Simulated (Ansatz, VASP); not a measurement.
One calculation of Al, two programs

```xyz
2
Lattice="1.4255 -2.4690 0.0000 1.4255 2.4690 0.0000 0.0000 0.0000 4.7294" Properties=species:S:1:pos:R:3 pbc="T T T"
Al    1.4255    0.8231    1.1823
Al    1.4255   -0.8231    3.5470
```

Change from the starting cell: the structure that the rattled cell fell into.

Alike in both runs: functional PBE; k mesh 22 × 22 × 12; occupations gaussian, width 0.1 eV; no spin polarisation.

Ansatz relaxed the structure, and its values are those at the end. VASP's run is a single point on that final structure, the one shown.

|  | VASP | Ansatz |
| --- | --- | --- |
| version | VASP 6.6.1 | Ansatz 0.2.0 |
| potentials or method | VASP PAW PBE potentials, release 64 (Al), cutoff 520 eV | scalar-relativistic, plane waves, PAW |
| valence electrons in the cell | 6 | 6 |

|  | VASP | Ansatz | Ansatz less VASP |
| --- | --- | --- | --- |
| gap on the k mesh at the Fermi level (eV) | none | none | - |
| pressure (GPa) | 0.0 | 0.0 | +0.03 |

A gap of «none» marks a metal or a gap that the smearing closes. With one functional, cell and mesh, what is left measures potentials, basis and numerics.
